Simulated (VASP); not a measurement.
A run of VASP 6.6.1 is set up as follows.

Contents of INCAR:

```
  PREC = Accurate
  ENCUT = 520
  EDIFF = 1E-7
  ISMEAR = 0
  SIGMA = 0.05
  LREAL = Auto
  LASPH = T
  NELM = 60
  ALGO = Normal
  ISIF = 2
  LWAVE = F
  LCHARG = T
  GGA = PE
  LELF = T
  LVHAR = T
  NBANDS = 110
```

The input KPOINTS:

```
regular mesh
0
Gamma
  1 1 12
```

Contents of POSCAR:

```
Ti
1.0
   14.9000000000      0.0000000000      0.0000000000
    0.0000000000     16.9000000000      0.0000000000
    0.0000000000      0.0000000000      4.6504271811
Ti
16
Direct
    0.3027797244      0.3243174824      0.2500000000
    0.5000000000      0.3243174824      0.2500000000
    0.4013898622      0.4749024975      0.2500000000
    0.3027797244      0.6254875126      0.2500000000
    0.6972202756      0.3243174824      0.2500000000
    0.5986101378      0.4749024975      0.2500000000
    0.5000000000      0.6254875126      0.2500000000
    0.6972202756      0.6254875126      0.2500000000
    0.4013898622      0.2741224774      0.7500000000
    0.3027797244      0.4247074925      0.7500000000
    0.5986101378      0.2741224774      0.7500000000
    0.5000000000      0.4247074925      0.7500000000
    0.4013898622      0.5752925075      0.7500000000
    0.6972202756      0.4247074925      0.7500000000
    0.5986101378      0.5752925075      0.7500000000
    0.5000000000      0.7258775226      0.7500000000
```

Potentials or basis: VASP PAW PBE potentials, release 64 (Ti_sv).

Run with:

```sh
$ cat potpaw_PBE.64/Ti_sv/POTCAR > POTCAR
$ mpirun -np 1 vasp_std > vasp.out
```

(1) Predict the band gap on the k mesh.

(2) Estimate the largest force.

Results:

(1) zero (bands 96 and 97 overlap by 0.02 eV).

(2) 1.790 eV/Å.
